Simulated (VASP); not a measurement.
# Ge2N (Fm-3m) in VASP: notebook

Ge2N is run at these levels: PBE; tasks: single point, relaxation of cell and atoms.

Program: VASP 6.6.1. These are calculated values, not measurements. Logs are shortened: lines on timing, memory, paths and dates and some standing lists are left out, and cuts for length are marked.

### 1 The cell of the first run

The structure is cubic, space group Fm-3m (No. 225). Conventional cell: a = 5.855 Å, b = 5.855 Å, c = 5.855 Å, α = 90.00°, β = 90.00°, γ = 90.00°. Within 3.3 Å of Ge (site symmetry -43m) lie 4 N at 2.54 Å and 6 Ge at 2.93 Å. Within 3.3 Å of N (site symmetry m-3m) lie 8 Ge at 2.54 Å.

### 2 Single point, PBE

File INCAR:

```
SYSTEM = Ge2N
PREC = Accurate
ENCUT = 520
EDIFF = 1E-6
ISMEAR = 0
SIGMA = 0.1
LREAL = .False.
LASPH = .True.
NELM = 60
ALGO = Normal
ISIF = 2
LWAVE = .False.
LCHARG = .False.
GGA = PE
NBANDS = 24
```

File KPOINTS:

```
Automatic mesh
0
Gamma
  6 6 6
  0 0 0
```

File POSCAR:

```
Ge2N
1.0
    0.0000000000      2.9274834762      2.9274834762
    2.9274834762      0.0000000000      2.9274834762
    2.9274834762      2.9274834762      0.0000000000
Ge N
2 1
Direct
    0.2500000000      0.2500000000      0.2500000000
    0.7500000000      0.7500000000      0.7500000000
    0.0000000000      0.0000000000      0.0000000000
```

Potentials or basis: VASP PAW PBE potentials, release 64 (Ge_d, N).

Command:

```bash
$ cat potpaw_PBE.64/Ge_d/POTCAR potpaw_PBE.64/N/POTCAR > POTCAR
$ mpirun -np 1 vasp_std > vasp.out
```

OUTCAR:

```text
SYSTEM = Ge2N
   PREC = Accurate
   ENCUT = 520
   EDIFF = 1E-6
   ISMEAR = 0
   LREAL = .False.
   LASPH = .True.
   NELM = 60
   ISIF = 2
   GGA = PE

 ion  position               nearest neighbor table
   1  0.250  0.250  0.250-
   2  0.750  0.750  0.750-
   3  0.000  0.000  0.000-

  LATTYP: Found a face centered cubic cell.
 ALAT       =     5.8549669524

  Lattice vectors:

 A1 = (   0.0000000000,   2.9274834762,   2.9274834762)
 A2 = (   2.9274834762,   0.0000000000,   2.9274834762)
 A3 = (   2.9274834762,   2.9274834762,   0.0000000000)

Analysis of symmetry for initial positions (statically):
=====================================================================
 Subroutine PRICEL returns:
 Original cell was already a primitive cell.

 Routine SETGRP: Setting up the symmetry group for a
 face centered cubic supercell.

 Subroutine GETGRP returns: Found 48 space group operations
 (whereof 48 operations were pure point group operations)
 out of a pool of 48 trial point group operations.

The static configuration has the point symmetry O_h .

Analysis of symmetry for dynamics (positions and initial velocities):
=====================================================================
 Subroutine PRICEL returns:
 Original cell was already a primitive cell.

 Routine SETGRP: Setting up the symmetry group for a
 face centered cubic supercell.

 Subroutine GETGRP returns: Found 48 space group operations
 (whereof 48 operations were pure point group operations)
 out of a pool of 48 trial point group operations.

The dynamic configuration has the point symmetry O_h .

 Subroutine INISYM returns: Found 48 space group operations
 (whereof 48 operations are pure point group operations),
 and found     1 'primitive' translations

----------------------------------------------------------------------------------------

                                     Primitive cell

  volume of cell :      50.1780

  direct lattice vectors                    reciprocal lattice vectors
     0.000000000  2.927483476  2.927483476    -0.170795157  0.170795157  0.170795157
     2.927483476  0.000000000  2.927483476     0.170795157 -0.170795157  0.170795157
     2.927483476  2.927483476  0.000000000     0.170795157  0.170795157 -0.170795157

  length of vectors
     4.140086836  4.140086836  4.140086836     0.295825890  0.295825890  0.295825890

  position of ions in fractional coordinates (direct lattice)
     0.250000000  0.250000000  0.250000000
     0.750000000  0.750000000  0.750000000
     0.000000000  0.000000000  0.000000000

  ion indices of the primitive-cell ions
   primitive index   ion index
                 1           1
                 2           2
                 3           3

----------------------------------------------------------------------------------------

 KPOINTS: Automatic mesh

Automatic generation of k-mesh.
 Grid dimensions read from file:
 generate k-points for:    6    6    6

 Generating k-lattice:

  Cartesian coordinates                     Fractional coordinates (reciprocal lattice)
    -0.028465860  0.028465860  0.028465860     0.166666667  0.000000000  0.000000000
     0.028465860 -0.028465860  0.028465860     0.000000000  0.166666667  0.000000000
     0.028465860  0.028465860 -0.028465860     0.000000000  0.000000000  0.166666667

  Length of vectors
     0.049304315  0.049304315  0.049304315

  Shift w.r.t. Gamma in fractional coordinates (k-lattice)
     0.000000000  0.000000000  0.000000000

 Subroutine IBZKPT returns following result:
 ===========================================

 Found     16 irreducible k-points:

 Following reciprocal coordinates:
            Coordinates               Weight
  0.000000  0.000000  0.000000      1.000000
  0.166667  0.000000  0.000000      8.000000
  0.333333  0.000000  0.000000      8.000000
  0.500000  0.000000  0.000000      4.000000
  0.166667  0.166667  0.000000      6.000000
  0.333333  0.166667  0.000000     24.000000
[... 8 lines left out ...]
 -0.333333  0.333333  0.166667     24.000000
 -0.333333  0.500000  0.166667     12.000000
   k-points           NKPTS =     16   k-points in BZ     NKDIM =     16   number of bands    NBANDS=     24
   number of dos      NEDOS =    301   number of ions     NIONS =      3
   total plane-waves  NPLWV =  32768
   dimension x,y,z NGX =    32 NGY =   32 NGZ =   32
   dimension x,y,z NGXF=    64 NGYF=   64 NGZF=   64
   ions per type =               2   1
   NGX,Y,Z   is equivalent  to a cutoff of  12.85, 12.85, 12.85 a.u.
   NGXF,Y,Z  is equivalent  to a cutoff of  25.70, 25.70, 25.70 a.u.
 SYSTEM =  Ge2N
   PREC   = accura    normal or accurate (medium, high low for compatibility)
   ISTART =      0    job   : 0-new  1-cont  2-samecut
   ICHARG =      2    charge: 1-file 2-atom 10-const
   ISPIN  =      1    spin polarized calculation?
   LNONCOLLINEAR =      F non collinear calculations
   LSORBIT =      F    spin-orbit coupling
   LASPH  =      T    aspherical Exc in radial PAW
   ENCUT  =  520.0 eV  38.22 Ry    6.18 a.u.   7.70  7.70  7.70*2*pi/ulx,y,z
   NELM   =     60;   NELMIN=  2; NELMDL= -5     # of ELM steps
   EDIFF  = 0.1E-05   stopping-criterion for ELM
   LREAL  =      F    real-space projection
   EDIFFG = 0.1E-04   stopping-criterion for IOM
   NSW    =      0    number of steps for IOM
   IBRION =     -1    ionic relax: 0-MD 1-quasi-New 2-CG
   NFREE  =      0    steps in history (QN), initial steepest desc. (CG)
   ISIF   =      2    stress and relaxation
   ISYM   =      2    0-nonsym 1-usesym 2-fastsym
   POTIM  = 0.5000    time-step for ionic-motion
   TEBEG  =    0.0;   TEEND  =   0.0 temperature during run
   PSTRESS=    0.0 pullay stress
   NELECT =      33.0000    total number of electrons
   NUPDOWN=      -1.0000    fix difference up-down
   EMIN   =  10.00;   EMAX   =-10.00  energy-range for DOS
   EFERMI =   0.00;   METHOD = LEGACY
   ISMEAR =     0;   SIGMA  =   0.10  broadening in eV -4-tet -1-fermi 0-gaus
   EFERMI_NEDOS =   21; number of points for ismear=-14 and -15
   IALGO  =     38    algorithm
   IMIX   =      4    mixing-type and parameters
     AMIX     =   0.40;   BMIX     =  1.00
     AMIX_MAG =   1.60;   BMIX_MAG =  1.00
  volume/ion in A,a.u.               =      16.73       112.87
  Fermi-wavevector in a.u.,A,eV,Ry     =   1.423667  2.690340 27.576658  2.026827
  Thomas-Fermi vector in A             =   2.544240
   LORBIT       =      0    0 simple, 1 ext, 2 COOP (PROOUT), +10 PAW based schemes
   GGA     = PE    functional components
   LHFCALC =     F    Hartree Fock is set to
   AEXX    =    0.0000 exact exchange contribution
   IVDW    =     0    specifies the selected vdW correction
   LEPSILON=     F    determine dielectric tensor
   LRPA    =     F    only Hartree local field effects (RPA)
 non-spin polarized calculation
 Gauss-broadening in eV      SIGMA  =   0.10
  energy-cutoff  :      520.00
  volume of cell :       50.18
 maximum number of plane-waves:      1363
   NGX = 15   NGY = 15   NGZ = 15

 number of electron      32.9999969 magnetization

 Free energy of the ion-electron system (eV)
  ---------------------------------------------------
  ext. energy  EPLUGINS =         0.00000000
  ---------------------------------------------------
  free energy    TOTEN  =       -13.69978362 eV

  energy without entropy =      -13.68198104  energy(sigma->0) =      -13.69088233

 E-fermi :   5.9830     XC(G=0): -10.8140

 val. band max:        5.9065534918   @ k =  -0.3333   0.3333   0.0000
 cond. band min:       6.0004134405   @ k =  -0.3333   0.3333   0.1667
 fundamental gap:      0.0938599488
 Fermi energy:         5.9830404393

 k-point     1 :       0.0000    0.0000    0.0000
  band No.  band energies     occupation
      1     -19.3462      2.00000
      2     -19.3462      2.00000
      3     -19.2913      2.00000
      4     -19.2913      2.00000
      5     -19.2913      2.00000
      6     -19.2188      2.00000
[... 16 lines left out ...]
     23      13.7455      0.00000
     24      13.7455      0.00000

 k-point     2 :       0.1667    0.0000    0.0000
  band No.  band energies     occupation
      1     -19.3354      2.00000
      2     -19.3354      2.00000
      3     -19.2872      2.00000
      4     -19.2858      2.00000
      5     -19.2858      2.00000
      6     -19.2234      2.00000
[... 16 lines left out ...]
     23      15.5380      0.00000
     24      15.5380      0.00000

 k-point     3 :       0.3333    0.0000    0.0000
  band No.  band energies     occupation
      1     -19.3056      2.00000
      2     -19.3056      2.00000
      3     -19.2751      2.00000
      4     -19.2712      2.00000
      5     -19.2712      2.00000
      6     -19.2367      2.00000
[... 16 lines left out ...]
     23      15.3319      0.00000
     24      16.8280      0.00000

 k-point     4 :       0.5000    0.0000    0.0000
  band No.  band energies     occupation
      1     -19.2650      2.00000
      2     -19.2650      2.00000
      3     -19.2644      2.00000
      4     -19.2644      2.00000
      5     -19.2603      2.00000
      6     -19.2528      2.00000
[... 16 lines left out ...]
     23      16.4242      0.00000
     24      16.5197      0.00000

 k-point     5 :       0.1667    0.1667    0.0000
  band No.  band energies     occupation
      1     -19.3446      2.00000
      2     -19.3209      2.00000
      3     -19.2942      2.00000
      4     -19.2804      2.00000
      5     -19.2804      2.00000
      6     -19.2271      2.00000
[... 16 lines left out ...]
     23      14.1788      0.00000
     24      14.4877      0.00000

 k-point     6 :       0.3333    0.1667    0.0000
  band No.  band energies     occupation
      1     -19.3328      2.00000
      2     -19.2918      2.00000
      3     -19.2905      2.00000
      4     -19.2677      2.00000
      5     -19.2671      2.00000
      6     -19.2393      2.00000
[... 16 lines left out ...]
     23      14.2870      0.00000
     24      16.4872      0.00000

 k-point     7 :       0.5000    0.1667    0.0000
  band No.  band energies     occupation
      1     -19.3029      2.00000
      2     -19.2784      2.00000
      3     -19.2758      2.00000
      4     -19.2555      2.00000
      5     -19.2538      2.00000
      6     -19.2532      2.00000
[... 16 lines left out ...]
     23      14.8806      0.00000
     24      16.9048      0.00000

 k-point     8 :      -0.3333    0.1667    0.0000
  band No.  band energies     occupation
      1     -19.3104      2.00000
      2     -19.2736      2.00000
      3     -19.2694      2.00000
      4     -19.2660      2.00000
      5     -19.2621      2.00000
      6     -19.2554      2.00000
[... 16 lines left out ...]
     23      14.5576      0.00000
     24      17.0331      0.00000

 k-point     9 :      -0.1667    0.1667    0.0000
  band No.  band energies     occupation
      1     -19.3315      2.00000
      2     -19.3069      2.00000
      3     -19.2845      2.00000
      4     -19.2814      2.00000
      5     -19.2703      2.00000
      6     -19.2365      2.00000
[... 16 lines left out ...]
     23      14.2332      0.00000
     24      16.0465      0.00000

 k-point    10 :       0.3333    0.3333    0.0000
  band No.  band energies     occupation
      1     -19.3416      2.00000
      2     -19.3001      2.00000
      3     -19.2704      2.00000
      4     -19.2633      2.00000
      5     -19.2584      2.00000
      6     -19.2584      2.00000
[... 16 lines left out ...]
     23      13.3618      0.00000
     24      15.4341      0.00000

 k-point    11 :       0.5000    0.3333    0.0000
  band No.  band energies     occupation
      1     -19.3302      2.00000
      2     -19.2958      2.00000
      3     -19.2870      2.00000
      4     -19.2533      2.00000
      5     -19.2525      2.00000
      6     -19.2486      2.00000
[... 16 lines left out ...]
     23      13.5515      0.00000
     24      17.5705      0.00000

 k-point    12 :      -0.3333    0.3333    0.0000
  band No.  band energies     occupation
      1     -19.3040      2.00000
      2     -19.3015      2.00000
      3     -19.2799      2.00000
      4     -19.2636      2.00000
      5     -19.2617      2.00000
      6     -19.2410      2.00000
[... 16 lines left out ...]
     23      14.1968      0.00000
     24      17.5297      0.00000

 k-point    13 :       0.5000    0.5000    0.0000
  band No.  band energies     occupation
      1     -19.3401      2.00000
      2     -19.3031      2.00000
      3     -19.2910      2.00000
      4     -19.2520      2.00000
      5     -19.2520      2.00000
      6     -19.2473      2.00000
[... 16 lines left out ...]
     23      14.3386      0.00000
     24      16.7544      0.00000

 k-point    14 :       0.5000    0.3333    0.1667
  band No.  band energies     occupation
      1     -19.3246      2.00000
      2     -19.2883      2.00000
      3     -19.2716      2.00000
      4     -19.2605      2.00000
      5     -19.2596      2.00000
      6     -19.2547      2.00000
[... 16 lines left out ...]
     23      13.8519      0.00000
     24      17.1157      0.00000

 k-point    15 :      -0.3333    0.3333    0.1667
  band No.  band energies     occupation
      1     -19.3028      2.00000
      2     -19.3028      2.00000
      3     -19.2783      2.00000
      4     -19.2705      2.00000
      5     -19.2506      2.00000
      6     -19.2505      2.00000
[... 16 lines left out ...]
     23      14.5448      0.00000
     24      16.7198      0.00000

 k-point    16 :      -0.3333    0.5000    0.1667
  band No.  band energies     occupation
      1     -19.3226      2.00000
      2     -19.2984      2.00000
      3     -19.2909      2.00000
      4     -19.2644      2.00000
      5     -19.2508      2.00000
      6     -19.2484      2.00000
[... 16 lines left out ...]
     23      13.8289      0.00000
     24      17.0949      0.00000

------------------------ aborting loop because EDIFF is reached ----------------------------------------

  FORCE on cell =-STRESS in cart. coord.  units (eV):
  Direction    XX          YY          ZZ          XY          YZ          ZX
  --------------------------------------------------------------------------------------
  -------------------------------------------------------------------------------------
  Total       -0.0632180     -0.0632180     -0.0632180      0.0000000      0.0000000      0.0000000
  in kB       -2.0185431     -2.0185431     -2.0185431      0.0000000      0.0000000      0.0000000
  external PRESSURE =      -2.0185431 kB  Pullay stress =       0.0000000 kB

 VOLUME and BASIS-vectors are now :
 -----------------------------------------------------------------------------
  energy-cutoff  :      520.00
  volume of cell :       50.18
      direct lattice vectors                 reciprocal lattice vectors
     0.000000000  2.927483476  2.927483476    -0.170795157  0.170795157  0.170795157
     2.927483476  0.000000000  2.927483476     0.170795157 -0.170795157  0.170795157
     2.927483476  2.927483476  0.000000000     0.170795157  0.170795157 -0.170795157

 POSITION                                       TOTAL-FORCE (eV/Angst)
 -----------------------------------------------------------------------------------
      1.46374      1.46374      1.46374         0.000000      0.000000      0.000000
      4.39123      4.39123      4.39123        -0.000000     -0.000000     -0.000000
      0.00000      0.00000      0.00000         0.000000     -0.000000      0.000000
 -----------------------------------------------------------------------------------
    total drift:                               -0.000000     -0.000000      0.000000

  FREE ENERGIE OF THE ION-ELECTRON SYSTEM (eV)
  ---------------------------------------------------
  free  energy   TOTEN  =       -13.6997836240 eV

  energy  without entropy=      -13.6819810396  energy(sigma->0) =      -13.69088233
```

Run time: 45 s. Hardware: 1 thread of AMD EPYC 7R13, shared host; peak memory 0.15 GiB.

Results:

```yaml
Free_energy: -13.6998 eV
Pressure: -0.2 GPa
```

### 3 Relaxation of cell and atoms, PBE

This run uses another cell than the first one, of 19.09 Å³/atom, 1.141 times its volume.

File INCAR:

```
SYSTEM = Ge2N
PREC = Accurate ; ENCUT = 600
EDIFF = 1E-6 ; ISMEAR = 0
SIGMA = 0.1 ; LREAL = .FALSE.
LASPH = .TRUE. ; NELM = 100
ALGO = Normal ; ISIF = 3
LWAVE = .FALSE. ; LCHARG = .FALSE.
GGA = PE ; IBRION = 2
NSW = 90 ; EDIFFG = -0.04
```

File KPOINTS:

```
regular mesh
0
G
  6 6 6
  0 0 0
```

File POSCAR:

```
Ge2N
1.0
    0.0000000000      3.0593943800      3.0593943800
    3.0593943800      0.0000000000      3.0593943800
    3.0593943800      3.0593943800      0.0000000000
Ge N
2 1
Direct
    0.2500000000      0.2500000000      0.2500000000
    0.7500000000      0.7500000000      0.7500000000
    0.0000000000      0.0000000000      0.0000000000
```

Potentials or basis: VASP PAW PBE potentials, release 64 (Ge_d, N).

Command:

```bash
$ cat potpaw_PBE.64/Ge_d/POTCAR potpaw_PBE.64/N/POTCAR > POTCAR
$ mpirun -np 1 vasp_std > vasp.out
```

It took 1.8 min on 1 thread of AMD EPYC 7R13, shared host; peak memory 0.18 GiB.

It converged, with:

* Free energy: -13.7068 eV
* Relaxed volume: 16.70 Å³/atom
* Relaxed cell: a = 4.138 Å, b = 4.138 Å, c = 4.138 Å, α = 60.00°, β = 60.00°, γ = 60.00°
* Space group after relaxing (to 0.05 Å): Fm-3m (No. 225)
* Energy gained by relaxing: 62.2 meV/atom
* Ionic steps: 2
* Pressure after relaxing: -0.1 GPa

Step by step:
```tsv
step	energy change (eV)	largest force (eV/Å)	pressure (GPa)	volume (Å³)
1	0.0000	0.0000	-7.57	57.27
2	-0.1865	0.0000	-0.14	50.11
```

Final structure:
```cif
data_structure
_symmetry_space_group_name_H-M 'P 1'
_symmetry_Int_Tables_number 1
_cell_length_a 4.1383
_cell_length_b 4.1383
_cell_length_c 4.1383
_cell_angle_alpha 60.000
_cell_angle_beta 60.000
_cell_angle_gamma 60.000
_cell_volume 50.11
loop_
_atom_site_label
_atom_site_type_symbol
_atom_site_fract_x
_atom_site_fract_y
_atom_site_fract_z
_atom_site_occupancy
Ge1 Ge 0.25000 0.25000 0.25000 1
Ge2 Ge 0.75000 0.75000 0.75000 1
N1 N 0.00000 0.00000 0.00000 1
```

Levels at points of the mesh, in eV from the Fermi level:
```csv
k point,band 14,band 15,band 16,band 17,band 18,band 19
"(0.00, 0.00, 0.00)",-3.08,-3.08,-3.08,-0.86,-0.86,-0.86
"(0.50, 0.00, 0.00)",-3.93,-3.93,-0.25,0.08,0.08,1.74
"(0.50, 0.50, 0.00)",-5.37,-5.37,-3.31,0.31,2.29,2.29
```
